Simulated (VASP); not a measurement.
# Bi (Im-3m) in VASP: a series of runs, part 2 of 2

VASP 6.6.1. The steps go on from the part before.

## Step 4: Single point, PBEsol+D3(BJ) (27.34 Å³/atom)

This run uses another cell than the first one, of 27.34 Å³/atom.

INCAR

```
  ALGO = Fast
  EDIFF = 1E-6
  ENCUT = 520
  GGA = PS
  ISIF = 2
  ISMEAR = 0
  IVDW = 12
  LASPH = T
  LCHARG = T
  LELF = T
  LREAL = F
  LVHAR = T
  LWAVE = F
  NBANDS = 14
  NELM = 100
  PREC = Accurate
  SIGMA = 0.15
```

KPOINTS

```
k-points
0
Gamma
  18 18 18
```

POSCAR

```
Bi
1.0
   -1.8978738914      1.8978738914      1.8978738914
    1.8978738914     -1.8978738914      1.8978738914
    1.8978738914      1.8978738914     -1.8978738914
Bi
1
Direct
    0.0000000000      0.0000000000      0.0000000000
```

Potentials or basis: VASP PAW PBE potentials, release 64 (Bi_d).

The run is started by

```bash
$ cat potpaw_PBE.64/Bi_d/POTCAR > POTCAR
$ mpirun -np 1 vasp_std > vasp.out
```

OUTCAR:

```text
EDIFF = 1E-6
   ENCUT = 520
   GGA = PS
   ISIF = 2
   ISMEAR = 0
   IVDW = 12
   LASPH = T
   LREAL = F
   NELM = 100
   PREC = Accurate
 IVDW          = 12

 ion  position               nearest neighbor table
   1  0.000  0.000  0.000-

  LATTYP: Found a body centered cubic cell.
 ALAT       =     3.7957477828

  Lattice vectors:

 A1 = (  -1.8978738914,   1.8978738914,   1.8978738914)
 A2 = (   1.8978738914,  -1.8978738914,   1.8978738914)
 A3 = (   1.8978738914,   1.8978738914,  -1.8978738914)

Analysis of symmetry for initial positions (statically):
=====================================================================
 Subroutine PRICEL returns:
 Original cell was already a primitive cell.

 Routine SETGRP: Setting up the symmetry group for a
 body centered cubic supercell.

 Subroutine GETGRP returns: Found 48 space group operations
 (whereof 48 operations were pure point group operations)
 out of a pool of 48 trial point group operations.

The static configuration has the point symmetry O_h .

Analysis of symmetry for dynamics (positions and initial velocities):
=====================================================================
 Subroutine PRICEL returns:
 Original cell was already a primitive cell.

 Routine SETGRP: Setting up the symmetry group for a
 body centered cubic supercell.

 Subroutine GETGRP returns: Found 48 space group operations
 (whereof 48 operations were pure point group operations)
 out of a pool of 48 trial point group operations.

The dynamic configuration has the point symmetry O_h .

 Subroutine INISYM returns: Found 48 space group operations
 (whereof 48 operations are pure point group operations),
 and found     1 'primitive' translations

----------------------------------------------------------------------------------------

                                     Primitive cell

  volume of cell :      27.3440

  direct lattice vectors                    reciprocal lattice vectors
    -1.897873891  1.897873891  1.897873891     0.000000000  0.263452700  0.263452700
     1.897873891 -1.897873891  1.897873891     0.263452700  0.000000000  0.263452700
     1.897873891  1.897873891 -1.897873891     0.263452700  0.263452700  0.000000000

  length of vectors
     3.287214006  3.287214006  3.287214006     0.372578381  0.372578381  0.372578381

  position of ions in fractional coordinates (direct lattice)
     0.000000000  0.000000000  0.000000000

  ion indices of the primitive-cell ions
   primitive index   ion index
                 1           1

----------------------------------------------------------------------------------------

 KPOINTS: k-points

Automatic generation of k-mesh.
 Grid dimensions read from file:
 generate k-points for:   18   18   18

 Generating k-lattice:

  Cartesian coordinates                     Fractional coordinates (reciprocal lattice)
     0.000000000  0.014636261  0.014636261     0.055555556  0.000000000  0.000000000
     0.014636261  0.000000000  0.014636261     0.000000000  0.055555556  0.000000000
     0.014636261  0.014636261  0.000000000     0.000000000  0.000000000  0.055555556

  Length of vectors
     0.020698799  0.020698799  0.020698799

  Shift w.r.t. Gamma in fractional coordinates (k-lattice)
     0.000000000  0.000000000  0.000000000

 Subroutine IBZKPT returns following result:
 ===========================================

 Found    195 irreducible k-points:

 Following reciprocal coordinates:
            Coordinates               Weight
  0.000000  0.000000  0.000000      1.000000
  0.055556  0.000000  0.000000     12.000000
  0.111111  0.000000  0.000000     12.000000
  0.166667  0.000000  0.000000     12.000000
  0.222222  0.000000  0.000000     12.000000
  0.277778  0.000000  0.000000     12.000000
[... 16 lines left out ...]
  0.333333  0.111111  0.000000     48.000000
  0.388889  0.111111  0.000000     48.000000
 [... further k-points ...]
   k-points           NKPTS =    195   k-points in BZ     NKDIM =    195   number of bands    NBANDS=     14
   number of dos      NEDOS =    301   number of ions     NIONS =      1
   total plane-waves  NPLWV =  13824
   dimension x,y,z NGX =    24 NGY =   24 NGZ =   24
   dimension x,y,z NGXF=    48 NGYF=   48 NGZF=   48
   ions per type =               1
   NGX,Y,Z   is equivalent  to a cutoff of  12.14, 12.14, 12.14 a.u.
   NGXF,Y,Z  is equivalent  to a cutoff of  24.28, 24.28, 24.28 a.u.
 SYSTEM =  unknown system
   PREC   = accura    normal or accurate (medium, high low for compatibility)
   ISTART =      0    job   : 0-new  1-cont  2-samecut
   ICHARG =      2    charge: 1-file 2-atom 10-const
   ISPIN  =      1    spin polarized calculation?
   LNONCOLLINEAR =      F non collinear calculations
   LSORBIT =      F    spin-orbit coupling
   LASPH  =      T    aspherical Exc in radial PAW
   ENCUT  =  520.0 eV  38.22 Ry    6.18 a.u.   6.11  6.11  6.11*2*pi/ulx,y,z
   NELM   =    100;   NELMIN=  2; NELMDL= -5     # of ELM steps
   EDIFF  = 0.1E-05   stopping-criterion for ELM
   LREAL  =      F    real-space projection
   EDIFFG = 0.1E-04   stopping-criterion for IOM
   NSW    =      0    number of steps for IOM
   IBRION =     -1    ionic relax: 0-MD 1-quasi-New 2-CG
   NFREE  =      0    steps in history (QN), initial steepest desc. (CG)
   ISIF   =      2    stress and relaxation
   ISYM   =      2    0-nonsym 1-usesym 2-fastsym
   POTIM  = 0.5000    time-step for ionic-motion
   TEBEG  =    0.0;   TEEND  =   0.0 temperature during run
   PSTRESS=    0.0 pullay stress
   NELECT =      15.0000    total number of electrons
   NUPDOWN=      -1.0000    fix difference up-down
   EMIN   =  10.00;   EMAX   =-10.00  energy-range for DOS
   EFERMI =   0.00;   METHOD = LEGACY
   ISMEAR =     0;   SIGMA  =   0.15  broadening in eV -4-tet -1-fermi 0-gaus
   EFERMI_NEDOS =   21; number of points for ismear=-14 and -15
   IALGO  =     68    algorithm
   IMIX   =      4    mixing-type and parameters
     AMIX     =   0.40;   BMIX     =  1.00
     AMIX_MAG =   1.60;   BMIX_MAG =  1.00
  volume/ion in A,a.u.               =      27.34       184.53
  Fermi-wavevector in a.u.,A,eV,Ry     =   1.340143  2.532504 24.435846  1.795984
  Thomas-Fermi vector in A             =   2.468479
   LORBIT       =      0    0 simple, 1 ext, 2 COOP (PROOUT), +10 PAW based schemes
   GGA     = PS    functional components
   LHFCALC =     F    Hartree Fock is set to
   AEXX    =    0.0000 exact exchange contribution
   IVDW    =    12    specifies the selected vdW correction
   LEPSILON=     F    determine dielectric tensor
   LRPA    =     F    only Hartree local field effects (RPA)
 non-spin polarized calculation
 RMM-DIIS sequential band-by-band and
 Gauss-broadening in eV      SIGMA  =   0.15
  energy-cutoff  :      520.00
  volume of cell :       27.34
 maximum number of plane-waves:       747
   NGX = 13   NGY = 13   NGZ = 13

 number of electron      15.0000005 magnetization

 Free energy of the ion-electron system (eV)
  ---------------------------------------------------
  ext. energy  EPLUGINS =         0.00000000
  ---------------------------------------------------
  free energy    TOTEN  =        -4.16733149 eV

  energy without entropy =       -4.15856633  energy(sigma->0) =       -4.16294891

 E-fermi :   9.4925     XC(G=0): -11.0714

 val. band max:        9.4870513339   @ k =   0.2222   0.1667   0.0556
 cond. band min:       9.4957576598   @ k =   0.2778   0.2778   0.1111
 fundamental gap:      0.0087063260
 Fermi energy:         9.4925420010

 k-point     1 :       0.0000    0.0000    0.0000
  band No.  band energies     occupation
      1     -13.6215      2.00000
      2     -13.6215      2.00000
      3     -13.6215      2.00000
      4     -13.4239      2.00000
      5     -13.4239      2.00000
      6      -5.0556      2.00000
      7      15.5757      0.00000
      8      15.5757      0.00000
      9      15.5757      0.00000
     10      19.9377      0.00000
     11      19.9377      0.00000
     12      19.9377      0.00000
     13      20.3725      0.00000
     14      22.0358      0.00000
[... 375 lines left out ...]
 k-point    24 :       0.3889    0.1111    0.0000
  band No.  band energies     occupation
      1     -13.6681      2.00000
      2     -13.5831      2.00000
      3     -13.4413      2.00000
      4     -13.4372      2.00000
      5     -13.3231      2.00000
      6      -1.3454      2.00000
      7       4.1849      2.00000
      8      10.0631      0.00000
      9      12.6322      0.00000
     10      16.9215      0.00000
     11      19.1286      0.00000
     12      21.5536      0.00000
     13      23.3010      0.00000
     14      27.6763      0.00000

 [... further k-points ...]

------------------------ aborting loop because EDIFF is reached ----------------------------------------

 Edisp (eV)   -0.59955

 E8    (eV) :    -0.4293

  FORCE on cell =-STRESS in cart. coord.  units (eV):
  Direction    XX          YY          ZZ          XY          YZ          ZX
  --------------------------------------------------------------------------------------
  -------------------------------------------------------------------------------------
  Total       0.54089     0.54089     0.54089    -0.00000     0.00000     0.00000
  in kB      31.69278    31.69278    31.69278    -0.00000     0.00000     0.00000
  external pressure =       31.69 kB  Pullay stress =        0.00 kB

 VOLUME and BASIS-vectors are now :
 -----------------------------------------------------------------------------
  energy-cutoff  :      520.00
  volume of cell :       27.34
      direct lattice vectors                 reciprocal lattice vectors
    -1.897873891  1.897873891  1.897873891     0.000000000  0.263452700  0.263452700
     1.897873891 -1.897873891  1.897873891     0.263452700  0.000000000  0.263452700
     1.897873891  1.897873891 -1.897873891     0.263452700  0.263452700  0.000000000

 POSITION                                       TOTAL-FORCE (eV/Angst)
 -----------------------------------------------------------------------------------
      0.00000      0.00000      0.00000        -0.000000      0.000000     -0.000000
 -----------------------------------------------------------------------------------
    total drift:                                0.000000      0.000000      0.000000

  FREE ENERGIE OF THE ION-ELECTRON SYSTEM (eV)
  ---------------------------------------------------
  free  energy   TOTEN  =        -4.7668819885 eV

  energy  without entropy=       -4.7581168261  energy(sigma->0) =       -4.76249941
```

OSZICAR:

```text
N       E                     dE             d eps       ncg     rms          rms(c)
DAV:   1     0.113599902851E+03    0.11360E+03   -0.76522E+03  5578   0.130E+03
DAV:   2     0.221206279548E+01   -0.11139E+03   -0.10750E+03  5946   0.347E+02
DAV:   3    -0.403064504915E+01   -0.62427E+01   -0.62198E+01  6830   0.782E+01
DAV:   4    -0.417171112776E+01   -0.14107E+00   -0.14103E+00  6844   0.123E+01
DAV:   5    -0.417767653546E+01   -0.59654E-02   -0.59653E-02  7838   0.234E+00    0.533E-01
RMM:   6    -0.416978272953E+01    0.78938E-02   -0.74096E-03  6752   0.105E+00    0.290E-01
RMM:   7    -0.416732131132E+01    0.24614E-02   -0.59942E-03  6678   0.821E-01    0.741E-02
RMM:   8    -0.416730447216E+01    0.16839E-04   -0.11594E-03  7862   0.392E-01    0.933E-03
RMM:   9    -0.416732981663E+01   -0.25344E-04   -0.26604E-04  8989   0.144E-01    0.963E-03
RMM:  10    -0.416733182941E+01   -0.20128E-05   -0.37652E-05  7550   0.865E-02    0.572E-03
RMM:  11    -0.416733080374E+01    0.10257E-05   -0.19099E-05  8095   0.470E-02    0.130E-03
RMM:  12    -0.416733148807E+01   -0.68433E-06   -0.71400E-06  6215   0.242E-02
   1 F= -.47668820E+01 E0= -.47624994E+01  d E =-.876516E-02
```

stdout:

```text
POSCAR found type information on POSCAR Bi
 POSCAR found :  1 types and       1 ions
 scaLAPACK will be used
 -----------------------------------------------------------------------------
|                                                                             |
|                                                                             |
|     You enforced a specific xc type in the INCAR file but a different       |
|     I HOPE YOU KNOW WHAT YOU ARE DOING!                                     |
|                                                                             |
 -----------------------------------------------------------------------------

 LDA part: xc-table for (Slater+PW92), standard interpolation
 POSCAR, INCAR and KPOINTS ok, starting setup
 FFT: planning ... GRIDC
 FFT: planning ... GRID_SOFT
 FFT: planning ... GRID
 WAVECAR not read
 entering main loop
WARNING in EDDRMM: call to ZHEGV failed, returncode =   6  3     11
WARNING in EDDRMM: call to ZHEGV failed, returncode =   8  4     12
```

It took 35 s on 1 thread of AMD EPYC 9R45 (Zen 5), shared host; peak memory 0.16 GiB.

Results:

- Free energy: -4.7669 eV
- Pressure: 3.2 GPa
- Band gap on the k mesh: zero (an odd number of electrons rules out a gap without spin polarisation)
- Dispersion energy per atom: -0.600 eV

Caveat: the cell stands under pressure; the PAW data sets were made with another functional, which shifts forces and pressure a little; spin-orbit coupling is left out, which moves the levels of the heavy elements.

## Step 5: Single point, PBEsol+D3(BJ)

This run uses another cell than the first one, of 28.48 Å³/atom.

INCAR

```
SYSTEM = Bi
PREC = Accurate ; ENCUT = 520
EDIFF = 1E-6 ; ISMEAR = 0
SIGMA = 0.15 ; LREAL = .FALSE.
LASPH = .TRUE. ; NELM = 100
ALGO = Normal ; ISIF = 2
LWAVE = .FALSE. ; LCHARG = .FALSE.
GGA = PS ; IVDW = 12
NBANDS = 14
```

KPOINTS

```
regular mesh
0
G
  18 18 18
  0 0 0
```

POSCAR

```
Bi
1.0
   -1.9238684612      1.9238684612      1.9238684612
    1.9238684612     -1.9238684612      1.9238684612
    1.9238684612      1.9238684612     -1.9238684612
Bi
1
Direct
    0.0000000000      0.0000000000      0.0000000000
```

The run is started by

```bash
$ cat potpaw_PBE.64/Bi_d/POTCAR > POTCAR
$ mpirun -np 1 vasp_std > vasp.out
```

Wall time 37 s (1 thread of AMD EPYC 9R45 (Zen 5), shared host); peak memory 0.18 GiB.

It converged, with:

```
Free energy                : -4.7785 eV
Pressure                   : 0.1 GPa
Band gap on the k mesh     : zero (an odd number of electrons rules out a gap without spin polarisation)
Dispersion energy per atom : -0.574 eV
```

Levels at points of the mesh, in eV from the Fermi level:
| k point | band 4 | band 5 | band 6 | band 7 | band 8 | band 9 | band 10 | band 11 |
| --- | --- | --- | --- | --- | --- | --- | --- | --- |
| (0.00, 0.00, 0.00) | -22.88 | -22.88 | -14.21 | 5.76 | 5.76 | 5.76 | 10.28 | 10.46 |
| (0.50, 0.00, 0.00) | -22.89 | -22.77 | -10.63 | -5.65 | 1.72 | 3.66 | 6.27 | 7.78 |
| (0.50, 0.50, 0.50) | -22.80 | -22.80 | -8.10 | -2.04 | -2.04 | -2.04 | 3.41 | 3.41 |

Caveat: the PAW data sets were made with another functional, which shifts forces and pressure a little; spin-orbit coupling is left out, which moves the levels of the heavy elements.

## Step 6: The runs side by side

| cell | gap on the mesh (eV) | pressure (GPa) |
| --- | --- | --- |
| a = 3.193 Å, angles 109.5°, 1 atom | none | 11.8 |
| a = 3.241 Å, angles 109.5°, 1 atom | none | 7.0 |
| a = 3.287 Å, angles 109.5°, 1 atom | none | 3.2 |
| a = 3.332 Å, angles 109.5°, 1 atom | none | 0.1 |

Alike in all rows: task single point; level PBEsol+D3(BJ); potentials or basis VASP PAW PBE potentials, release 64 (Bi_d); no spin polarisation; k mesh 18 × 18 × 18; cutoff (eV) 520; smearing gaussian 0.15 eV.

Caveats: the PAW data sets were made with another functional, which shifts forces and pressure a little; spin-orbit coupling is left out, which moves the levels of the heavy elements; the cell stands under pressure (at least some runs).

Total energies depend on the potentials used, so only differences within one code and one set of settings carry meaning.

The gap in the log of VASP goes by the Fermi energy; the results here count the filled bands.